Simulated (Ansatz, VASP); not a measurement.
## Two plane-wave programs on SrO

Contents of INCAR:

```
  PREC = Accurate
  ENCUT = 600
  EDIFF = 1E-6
  ISMEAR = 0
  SIGMA = 0.02
  LREAL = False
  LASPH = True
  NELM = 120
  ALGO = Normal
  ISIF = 2
  LWAVE = False
  LCHARG = False
  NBANDS = 15
  GGA_COMPAT = False
```

The input KPOINTS:

```
Automatic mesh
0
Gamma
  8 8 8
```

POSCAR

```
SrO
1.0
    0.0000000000      2.5323402355      2.5323402355
    2.5323402355      0.0000000000      2.5323402355
    2.5323402355      2.5323402355      0.0000000000
Sr O
1 1
Direct
    0.0000000000      0.0000000000      0.0000000000
    0.5000000000      0.5000000000      0.5000000000
```

Input for Ansatz:

```yaml
crystal:
  lattice:
    - [0.0, 2.5323402355, 2.5323402355]
    - [2.5323402355, 0.0, 2.5323402355]
    - [2.5323402355, 2.5323402355, 0.0]
  atoms:
    - { symbol: Sr, position: [0.0, 0.0, 0.0] }
    - { symbol: O, position: [0.5, 0.5, 0.5] }
basis:
  ecutwfc: 420
kpoints:
  mp_grid: { grid: [8, 8, 8] }
  band_path:
    path:
      - [[0.0, 0.0, 0.0], [0.5, 0.0, 0.5], [0.625, 0.25, 0.625]]
      - [[0.375, 0.375, 0.75], [0.0, 0.0, 0.0], [0.5, 0.5, 0.5], [0.5, 0.25, 0.75], [0.5, 0.0, 0.5]]
    npoints: 10
hamiltonian:
  xc: lda
  pseudopotentials: { kind: paw, azcp: { folder: soft_1 } }
scf:
  occupations: { method: gaussian, width: 0.02 }
  n_extra_bands: 7
output:
  forces: true
  stress: true
  eigenvalues: true
  write_density: true
  write_potential: true
  elf: true
  volumetric_format: npy
```

Alike in both runs: task single point; functional LDA; k mesh 8 × 8 × 8; occupations gaussian, width 0.02 eV; no spin polarisation.

|  | VASP | Ansatz |
| --- | --- | --- |
| version | VASP 6.6.1 | Ansatz 0.2.0 |
| potentials or method | VASP PAW LDA potentials, release 64 (Sr_sv, O), cutoff 600 eV | scalar-relativistic, plane waves, PAW |
| valence electrons in the cell | 16 | 16 |

Ansatz gave:

| Item | Value |
| --- | --- |
| gap on the k mesh at the Fermi level (eV) | 3.12 |
| least direct gap on the mesh (eV) | 3.16 |
| pressure (GPa) | 0.0 |

Question: Which values does VASP return?

Answer: gap on the k mesh at the Fermi level (eV): 3.06; least direct gap on the mesh (eV): 3.11; pressure (GPa): 0.7.

Ansatz warns that its potentials were made for another functional, while VASP's fit it. LDA's correlation is that of Perdew and Zunger in VASP and of Perdew and Wang (1992) in Ansatz.
